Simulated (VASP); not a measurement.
Write the native input for VASP 6.6.1 that does the following.

| Quantity | Value |
| --- | --- |
| Task | single point |
| Functional | r2SCAN |
| Potentials or basis | VASP PAW PBE potentials, release 64 (Rh_pv) |
| Cutoff | 520 eV |
| k mesh | 9 × 9 × 9 |
| Occupations | gaussian, width 0.1 eV |
| Spin | no spin polarisation |
| Dipole correction | no |
| Further INCAR settings | ALGO = Normal; EDIFF = 1e-07; NBANDS = 30 |

The system is Rh.

```
CELL_PARAMETERS angstrom
1.34697 0.77767 6.56312
-1.34697 0.77767 6.56312
0.00000 -1.55534 6.56312
ATOMIC_POSITIONS crystal
Rh 0.00000 0.00000 0.00000
Rh 0.22268 0.22268 0.22268
Rh 0.77732 0.77732 0.77732
```

These files were run (other wordings do the same):

POSCAR

```
Rh
1.0
    1.3469667038      0.7776715890      6.5631177772
   -1.3469667038      0.7776715890      6.5631177772
    0.0000000000     -1.5553431781      6.5631177772
Rh
3
Direct
    0.0000000000      0.0000000000      0.0000000000
    0.2226779699      0.2226779699      0.2226779699
    0.7773220301      0.7773220301      0.7773220301
```

INCAR.step1

```
SYSTEM = Rh
  PREC = Accurate
  ENCUT = 520
  ISMEAR = 0
  SIGMA = 0.1
  LREAL = .False.
  LASPH = .True.
  NELM = 100
  NBANDS = 30
  GGA = PE
  ALGO = Normal
  EDIFF = 1E-4
  LWAVE = .True.
  LCHARG = .False.
```

INCAR.step2

```
SYSTEM = Rh
  PREC = Accurate
  ENCUT = 520
  EDIFF = 1E-7
  ISMEAR = 0
  SIGMA = 0.1
  LREAL = .False.
  LASPH = .True.
  NELM = 100
  ALGO = Normal
  ISIF = 2
  LWAVE = .False.
  LCHARG = .True.
  METAGGA = R2SCAN
  LMIXTAU = .True.
  LELF = .True.
  LVHAR = .True.
  NBANDS = 30
  ISTART = 1
```

KPOINTS

```
Automatic mesh
0
Gamma
  9 9 9
  0 0 0
```

Potentials or basis: VASP PAW PBE potentials, release 64 (Rh_pv).

Run with:

```sh
$ cat potpaw_PBE.64/Rh_pv/POTCAR > POTCAR
$ cp INCAR.step1 INCAR
$ mpirun -np 1 vasp_std > vasp.out
$ cp INCAR.step2 INCAR
$ mpirun -np 1 vasp_std > vasp.out
```

Results of the run:

```json
{"Pressure": "1.2 GPa", "Largest force": "0.004 eV/Å"}
```

Caveat: the PAW data sets were made with another functional, which shifts forces and pressure a little.

It took 33 min on 1 thread of Intel(R) Xeon(R) Platinum 8259CL CPU @ 2.50GHz (Skylake/Cascade Lake), with other jobs on the host, peak memory 0.42 GiB.
